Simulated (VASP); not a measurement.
A run of VASP 6.6.1 is set up as follows.

Contents of INCAR:

```
  ALGO = Normal
  DIPOL = 0.5 0.5 0.468
  EDIFF = 1E-6
  ENCUT = 520
  GGA = PE
  GGA_COMPAT = F
  IDIPOL = 3
  ISIF = 2
  ISMEAR = 0
  IVDW = 12
  LASPH = T
  LCHARG = T
  LDIPOL = T
  LELF = T
  LREAL = F
  LVACPOTAV = T
  LVHAR = T
  LWAVE = F
  NBANDS = 116
  NELM = 120
  NELMDL = -8
  PREC = Accurate
  SIGMA = 0.05
```

Contents of KPOINTS:

```
k-points
0
Gamma
  2 3 1
```

POSCAR

```
Ca4HF8
1.0
    7.7347822766      0.0000000000      0.0000000000
    0.0000000000      5.4693169988      0.0000000000
    0.0000000000      0.0000000000     24.1186867075
Ca F H
8 16 2
Direct
    0.2500000000      0.5000000000      0.3316930187
    0.7500000000      0.5000000000      0.3316930187
    0.5000000000      0.0000000000      0.4118671837
    0.0000000000      0.0000000000      0.4118671837
    0.7500194598      0.5001282005      0.4959093334
    0.2501910197      0.4995995374      0.4960018531
    0.0004457710     -0.0007432597      0.5661980090
    0.4995399961      0.0000072367      0.5669406593
    0.5000000000      0.7500000000      0.3316930187
    0.0000000000      0.7500000000      0.3316930187
    0.5000000000      0.2500000000      0.3316930187
    0.0000000000      0.2500000000      0.3316930187
    0.7500000000      0.2500000000      0.4118671837
    0.2500000000      0.2500000000      0.4118671837
    0.7500000000      0.7500000000      0.4118671837
    0.2500000000      0.7500000000      0.4118671837
    0.0000877180      0.7480866543      0.4920483579
    0.4999632138      0.7488162432      0.4922002746
    0.0000176096      0.2508212975      0.4917870866
    0.5003207850      0.2510155407      0.4923565419
    0.2484120360      0.2378339678      0.5734653142
    0.7525300083      0.2389620475      0.5735713504
    0.2501724991      0.7610501049      0.5739760015
    0.7497802899      0.7616890409      0.5739959915
    0.4967975491      0.2427625206      0.6699351862
    0.5826595846      0.2726096748      0.6566776325
```

Potentials or basis: VASP PAW PBE potentials, release 64 (Ca_sv, F, H).

Launch:

```console
$ cat potpaw_PBE.64/Ca_sv/POTCAR potpaw_PBE.64/F/POTCAR potpaw_PBE.64/H/POTCAR > POTCAR
$ mpirun -np 1 vasp_std > vasp.out
```

Task: Predict the dispersion energy per atom.

Result: -0.104 eV.

Task: Estimate the largest force.

Result: 1.304 eV/Å.

Task: What does it give for the band gap on the k mesh?

Result: 4.99 eV.

Forces in eV/Å, atoms in the order of the input:
```
Ca  -0.002  0.001  1.304
Ca   0.002 -0.001  1.301
Ca  -0.001 -0.001 -0.609
Ca   0.002 -0.002 -0.639
Ca   0.001  0.002 -0.015
Ca  -0.001  0.002 -0.015
Ca  -0.003  0.000  0.062
Ca   0.001 -0.007  0.046
F    0.001 -0.535 -0.425
F   -0.001 -0.537 -0.428
F    0.000  0.535 -0.425
F    0.000  0.536 -0.426
F   -0.011  0.161  0.051
F    0.015  0.160  0.055
F   -0.002 -0.159  0.056
F    0.003 -0.160  0.055
F    0.000 -0.009 -0.013
F    0.000 -0.008 -0.009
F    0.000  0.009 -0.010
F   -0.001  0.008 -0.008
F    0.002  0.013  0.020
F   -0.004  0.014  0.025
F    0.001 -0.014  0.022
F   -0.002 -0.012  0.022
H   -0.004  0.002  0.001
H    0.004  0.002  0.000
```
